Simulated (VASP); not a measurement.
# Mg4Si in VASP: further runs

Mg4Si is run at these levels: PBE; tasks: single point, relaxation of the atoms.

Program: VASP 6.6.1. These are calculated values, not measurements. Logs are shortened: lines on timing, memory, paths and dates and some standing lists are left out, and cuts for length are marked.

### 1 The cell of the first run

The cell holds a slab with vacuum, 5 atoms: a = 3.210 Å, b = 3.210 Å, c = 23.215 Å, α = 90.00°, β = 90.00°, γ = 120.00°.

### 2 Single point, PBE

Input file INCAR:

```
SYSTEM = Mg4Si
PREC = Accurate
ENCUT = 520
EDIFF = 1E-7
ISMEAR = 0
SIGMA = 0.1
LREAL = .False.
LASPH = .True.
NELM = 60
ALGO = Normal
ISIF = 2
LWAVE = .False.
LCHARG = .False.
LDIPOL = .True.
IDIPOL = 3
DIPOL = 0.5 0.5 0.394
GGA = PE
NBANDS = 14
```

Input file KPOINTS:

```
regular mesh
0
Gamma
  9 9 1
  0 0 0
```

Input file POSCAR:

```
Mg4Si
1.0
    3.2100692859      0.0000000000      0.0000000000
   -1.6050346429      2.7800015495      0.0000000000
    0.0000000000      0.0000000000     23.2147784313
Mg Si
4 1
Direct
    0.6666666667      0.3333333333      0.1723040352
    0.3333333333      0.6666666667      0.2829644272
    0.6666666667      0.3333333333      0.3920793237
    0.3333333333      0.6666666667      0.5046258988
    0.3333333333      0.6666666667      0.6202924690
```

Potentials or basis: VASP PAW PBE potentials, release 64 (Mg, Si).

Started as:

```bash
> cat potpaw_PBE.64/Mg/POTCAR potpaw_PBE.64/Si/POTCAR > POTCAR
> mpirun -np 1 vasp_std > vasp.out
```

OUTCAR:

```text
SYSTEM = Mg4Si
   PREC = Accurate
   ENCUT = 520
   EDIFF = 1E-7
   ISMEAR = 0
   LREAL = .False.
   LASPH = .True.
   NELM = 60
   ISIF = 2
   GGA = PE

 ion  position               nearest neighbor table
   1  0.667  0.333  0.172-   2 3.17   2 3.17   2 3.17
   2  0.333  0.667  0.283-   3 3.14   3 3.14   3 3.14   1 3.17   1 3.17   1 3.17
   3  0.667  0.333  0.392-   2 3.14   2 3.14   2 3.14   4 3.20   4 3.20   4 3.20
   4  0.333  0.667  0.505-   5 2.69   3 3.20   3 3.20   3 3.20
   5  0.333  0.667  0.620-   4 2.69

  LATTYP: Found a hexagonal cell.
 ALAT       =     3.2100692859
 C/A-ratio  =     7.2318621075

  Lattice vectors:

 A1 = (   3.2100692859,   0.0000000000,   0.0000000000)
 A2 = (  -1.6050346429,   2.7800015495,   0.0000000000)
 A3 = (   0.0000000000,   0.0000000000,  23.2147784313)

Analysis of symmetry for initial positions (statically):
=====================================================================
 Subroutine PRICEL returns:
 Original cell was already a primitive cell.

 Routine SETGRP: Setting up the symmetry group for a
 hexagonal supercell.

 Subroutine GETGRP returns: Found  6 space group operations
 (whereof  6 operations were pure point group operations)
 out of a pool of 24 trial point group operations.

The static configuration has the point symmetry C_3v.

Analysis of symmetry for dynamics (positions and initial velocities):
=====================================================================
 Subroutine PRICEL returns:
 Original cell was already a primitive cell.

 Routine SETGRP: Setting up the symmetry group for a
 hexagonal supercell.

 Subroutine GETGRP returns: Found  6 space group operations
 (whereof  6 operations were pure point group operations)
 out of a pool of 24 trial point group operations.

The dynamic configuration has the point symmetry C_3v.

 Subroutine INISYM returns: Found  6 space group operations
 (whereof  6 operations are pure point group operations),
 and found     1 'primitive' translations

----------------------------------------------------------------------------------------

                                     Primitive cell

  volume of cell :     207.1686

  direct lattice vectors                    reciprocal lattice vectors
     3.210069286  0.000000000  0.000000000     0.311519756  0.179856015  0.000000000
    -1.605034643  2.780001550  0.000000000     0.000000000  0.359712030  0.000000000
     0.000000000  0.000000000 23.214778431     0.000000000  0.000000000  0.043076009

  length of vectors
     3.210069286  3.210069286 23.214778431     0.359712030  0.359712030  0.043076009

  position of ions in fractional coordinates (direct lattice)
     0.666666667  0.333333333  0.172304035
     0.333333333  0.666666667  0.282964427
     0.666666667  0.333333333  0.392079324
     0.333333333  0.666666667  0.504625899
     0.333333333  0.666666667  0.620292469

  ion indices of the primitive-cell ions
   primitive index   ion index
                 1           1
                 2           2
                 3           3
                 4           4
                 5           5

----------------------------------------------------------------------------------------

 KPOINTS: regular mesh

Automatic generation of k-mesh.
 Grid dimensions read from file:
 generate k-points for:    9    9    1

 Generating k-lattice:

  Cartesian coordinates                     Fractional coordinates (reciprocal lattice)
     0.034613306  0.019984002  0.000000000     0.111111111  0.000000000  0.000000000
     0.000000000  0.039968003  0.000000000     0.000000000  0.111111111  0.000000000
     0.000000000  0.000000000  0.043076009     0.000000000  0.000000000  1.000000000

  Length of vectors
     0.039968003  0.039968003  0.043076009

  Shift w.r.t. Gamma in fractional coordinates (k-lattice)
     0.000000000  0.000000000  0.000000000

 Subroutine IBZKPT returns following result:
 ===========================================

 Found     12 irreducible k-points:

 Following reciprocal coordinates:
            Coordinates               Weight
  0.000000  0.000000  0.000000      1.000000
  0.111111  0.000000  0.000000      6.000000
  0.222222 -0.000000  0.000000      6.000000
  0.333333  0.000000  0.000000      6.000000
  0.444444 -0.000000  0.000000      6.000000
  0.111111  0.111111  0.000000      6.000000
  0.222222  0.111111  0.000000     12.000000
  0.333333  0.111111  0.000000     12.000000
  0.444444  0.111111  0.000000      6.000000
  0.222222  0.222222  0.000000      6.000000
  0.333333  0.222222  0.000000     12.000000
  0.333333  0.333333  0.000000      2.000000
   k-points           NKPTS =     12   k-points in BZ     NKDIM =     12   number of bands    NBANDS=     14
   number of dos      NEDOS =    301   number of ions     NIONS =      5
   total plane-waves  NPLWV = 103680
   dimension x,y,z NGX =    24 NGY =   24 NGZ =  180
   dimension x,y,z NGXF=    48 NGYF=   48 NGZF=  360
   ions per type =               4   1
   NGX,Y,Z   is equivalent  to a cutoff of  12.43, 12.43, 12.89 a.u.
   NGXF,Y,Z  is equivalent  to a cutoff of  24.86, 24.86, 25.78 a.u.
 SYSTEM =  Mg4Si
   PREC   = accura    normal or accurate (medium, high low for compatibility)
   ISTART =      0    job   : 0-new  1-cont  2-samecut
   ICHARG =      2    charge: 1-file 2-atom 10-const
   ISPIN  =      1    spin polarized calculation?
   LNONCOLLINEAR =      F non collinear calculations
   LSORBIT =      F    spin-orbit coupling
   LASPH  =      T    aspherical Exc in radial PAW
   ENCUT  =  520.0 eV  38.22 Ry    6.18 a.u.   5.97  5.97 43.16*2*pi/ulx,y,z
   NELM   =     60;   NELMIN=  2; NELMDL= -5     # of ELM steps
   EDIFF  = 0.1E-06   stopping-criterion for ELM
   LREAL  =      F    real-space projection
   EDIFFG = 0.1E-05   stopping-criterion for IOM
   NSW    =      0    number of steps for IOM
   IBRION =     -1    ionic relax: 0-MD 1-quasi-New 2-CG
   NFREE  =      0    steps in history (QN), initial steepest desc. (CG)
   ISIF   =      2    stress and relaxation
   ISYM   =      2    0-nonsym 1-usesym 2-fastsym
   POTIM  = 0.5000    time-step for ionic-motion
   TEBEG  =    0.0;   TEEND  =   0.0 temperature during run
   PSTRESS=    0.0 pullay stress
   NELECT =      12.0000    total number of electrons
   NUPDOWN=      -1.0000    fix difference up-down
   EMIN   =  10.00;   EMAX   =-10.00  energy-range for DOS
   EFERMI =   0.00;   METHOD = LEGACY
   ISMEAR =     0;   SIGMA  =   0.10  broadening in eV -4-tet -1-fermi 0-gaus
   EFERMI_NEDOS =   21; number of points for ismear=-14 and -15
   IALGO  =     38    algorithm
   IMIX   =      4    mixing-type and parameters
     AMIX     =   0.40;   BMIX     =  1.00
     AMIX_MAG =   1.60;   BMIX_MAG =  1.00
  volume/ion in A,a.u.               =      41.43       279.61
  Fermi-wavevector in a.u.,A,eV,Ry     =   0.633423  1.196996  5.458996  0.401225
  Thomas-Fermi vector in A             =   1.697074
   LORBIT       =      0    0 simple, 1 ext, 2 COOP (PROOUT), +10 PAW based schemes
   GGA     = PE    functional components
   LHFCALC =     F    Hartree Fock is set to
   AEXX    =    0.0000 exact exchange contribution
   IVDW    =     0    specifies the selected vdW correction
   LEPSILON=     F    determine dielectric tensor
   LRPA    =     F    only Hartree local field effects (RPA)
 non-spin polarized calculation
 Gauss-broadening in eV      SIGMA  =   0.10
  energy-cutoff  :      520.00
  volume of cell :      207.17
 maximum number of plane-waves:      5628
 NGX is ok and might be reduce to    24
   NGX = 11   NGY = 11   NGZ = 87

 dipolmoment           0.000000      0.000000     -0.000059 electrons x Angstroem

 number of electron      12.0000000 magnetization

 dipolmoment           0.000000      0.000000      0.053950 electrons x Angstroem

 Free energy of the ion-electron system (eV)
  ---------------------------------------------------
  ext. energy  EPLUGINS =         0.00000000
  ---------------------------------------------------
  free energy    TOTEN  =        -9.44705349 eV

  energy without entropy =       -9.42042949  energy(sigma->0) =       -9.43374149

 E-fermi :  -0.2262     XC(G=0):  -5.4995

 val. band max:       -0.2605193290   @ k =   0.2222   0.1111   0.0000
 cond. band min:      -0.2120748003   @ k =   0.4444  -0.0000   0.0000
 fundamental gap:      0.0484445287
 Fermi energy:        -0.2262260949

 k-point     1 :       0.0000    0.0000    0.0000
  band No.  band energies     occupation
      1      -9.2207      2.00000
      2      -6.7491      2.00000
      3      -5.9037      2.00000
      4      -4.6479      2.00000
      5      -3.1353      2.00000
      6      -1.7227      2.00000
      7       0.2227      0.00000
      8       2.1812      0.00000
      9       3.3904      0.00000
     10       4.5398      0.00000
     11       4.8254      0.00000
     12       5.6740      0.00000
     13       5.6740      0.00000
     14       6.9822      0.00000

 k-point     2 :       0.1111    0.0000    0.0000
  band No.  band energies     occupation
      1      -9.0035      2.00000
      2      -6.5091      2.00000
      3      -5.6659      2.00000
      4      -4.4135      2.00000
      5      -2.9100      2.00000
      6      -1.5056      2.00000
      7       0.4368      0.00000
      8       2.4008      0.00000
      9       3.6159      0.00000
     10       4.1620      0.00000
[... 158 lines left out ...]
 k-point    12 :       0.3333    0.3333    0.0000
  band No.  band energies     occupation
      1      -5.1620      2.00000
      2      -1.7942      2.00000
      3      -1.7874      2.00000
      4      -0.5292      1.99998
      5      -0.4958      1.99986
      6      -0.4883      1.99979
      7       0.1412      0.00000
      8       0.3069      0.00000
      9       0.3758      0.00000
     10       0.5907      0.00000
     11       1.5118      0.00000
     12       2.0446      0.00000
     13       2.4452      0.00000
     14       3.1202      0.00000

------------------------ aborting loop because EDIFF is reached ----------------------------------------

 vacuum level on the upper side and lower side of the slab       (xc-potential included)         0.411        -0.716

  FORCE on cell =-STRESS in cart. coord.  units (eV):
  Direction    XX          YY          ZZ          XY          YZ          ZX
  --------------------------------------------------------------------------------------
  -------------------------------------------------------------------------------------
  Total       -3.1559441     -3.1559441      0.1804998     -0.0000000      0.0000000      0.0000000
  in kB      -24.4070844    -24.4070844      1.3959288     -0.0000000      0.0000000      0.0000000
  external PRESSURE =     -15.8060800 kB  Pullay stress =       0.0000000 kB

 VOLUME and BASIS-vectors are now :
 -----------------------------------------------------------------------------
  energy-cutoff  :      520.00
  volume of cell :      207.17
      direct lattice vectors                 reciprocal lattice vectors
     3.210069286  0.000000000  0.000000000     0.311519756  0.179856015  0.000000000
    -1.605034643  2.780001550  0.000000000     0.000000000  0.359712030  0.000000000
     0.000000000  0.000000000 23.214778431     0.000000000  0.000000000  0.043076009

 POSITION                                       TOTAL-FORCE (eV/Angst)
 -----------------------------------------------------------------------------------
      1.60503      0.92667      4.00000         0.000000     -0.000000     -0.082434
     -0.00000      1.85333      6.56896        -0.000000     -0.000000      0.056122
      1.60503      0.92667      9.10203        -0.000000     -0.000000      0.082247
     -0.00000      1.85333     11.71478        -0.000000      0.000000     -0.075020
     -0.00000      1.85333     14.39995        -0.000000      0.000000      0.019086
 -----------------------------------------------------------------------------------
    total drift:                                0.000000     -0.000000     -0.000136

  FREE ENERGIE OF THE ION-ELECTRON SYSTEM (eV)
  ---------------------------------------------------
  free  energy   TOTEN  =        -9.4470534941 eV

  energy  without entropy=       -9.4204294859  energy(sigma->0) =       -9.43374149

 vacuum level on the upper side and lower side of the slab         4.510         3.359
```

Run time: 27 s. Hardware: 1 thread of Intel Xeon 6975P-C (Granite Rapids), shared host; peak memory 0.31 GiB.

What came out:

```
Free energy            : -9.4471 eV
Largest force          : 0.082 eV/Å
Band gap on the k mesh : 0.05 eV (least direct gap 0.13 eV)
```

Forces in eV/Å, atoms in the order of the input:
```
Mg   0.000  0.000 -0.082
Mg   0.000  0.000  0.056
Mg   0.000  0.000  0.082
Mg   0.000  0.000 -0.075
Si   0.000  0.000  0.019
```

Levels at points of the mesh, in eV from the valence-band top:
| k point | band 2 | band 3 | band 4 | band 5 | band 6 | band 7 | band 8 | band 9 | band 10 | band 11 |
| --- | --- | --- | --- | --- | --- | --- | --- | --- | --- | --- |
| (0.00, 0.00, 0.00) | -6.49 | -5.64 | -4.39 | -2.87 | -1.46 | 0.48 | 2.44 | 3.65 | 4.80 | 5.09 |

Caveat: semilocal functionals underestimate gaps, and a narrow one can read as zero.

### 3 Single point, PBE

Input file INCAR:

```
SYSTEM = Mg4Si
PREC = Accurate
ENCUT = 520
EDIFF = 1E-7
ISMEAR = 0
SIGMA = 0.1
LREAL = .FALSE.
LASPH = .TRUE.
NELM = 80
ALGO = Normal
ISIF = 2
LWAVE = .FALSE.
LCHARG = .FALSE.
LDIPOL = .TRUE.
IDIPOL = 3
DIPOL = 0.5 0.5 0.390
GGA = PE
NBANDS = 14
```

Input file KPOINTS:

```
regular mesh
0
G
  9 9 1
  0 0 0
```

Edit POSCAR of step 2 so:

```diff
@@ -12,2 +12,2 @@
     0.3333333333      0.6666666667      0.5046258988
-    0.3333333333      0.6666666667      0.6202924690
+    0.6666666667      1.3333333333      0.5975784455
```

Potentials or basis: VASP PAW PBE potentials, release 64 (Mg, Si).

Started as:

```bash
> cat potpaw_PBE.64/Mg/POTCAR potpaw_PBE.64/Si/POTCAR > POTCAR
> mpirun -np 1 vasp_std > vasp.out
```

It took 29 s on 1 thread of Intel Xeon 6975P-C (Granite Rapids), shared host; peak memory 0.3 GiB.

Results (log left out):

```yaml
Free_energy: -9.9866 eV
Largest_force: 0.051 eV/Å
Band_gap_on_the_k_mesh: zero (bands 6 and 7 overlap by 0.21 eV)
```

Forces on the atoms (eV/Å):
```
Mg   0.000  0.000 -0.046
Mg   0.000  0.000  0.039
Mg   0.000  0.000  0.051
Mg   0.000  0.000 -0.038
Si   0.000  0.000 -0.005
```

Levels at points of the mesh, in eV from the Fermi level:
```tsv
k point	band 4	band 5	band 6	band 7	band 8	band 9
(0.00, 0.00, 0.00)	-4.38	-2.84	-1.31	0.91	2.77	3.80
```

(Part 1 of 2 ends here.)

The gap in the log of VASP goes by the Fermi energy; the results here count the filled bands.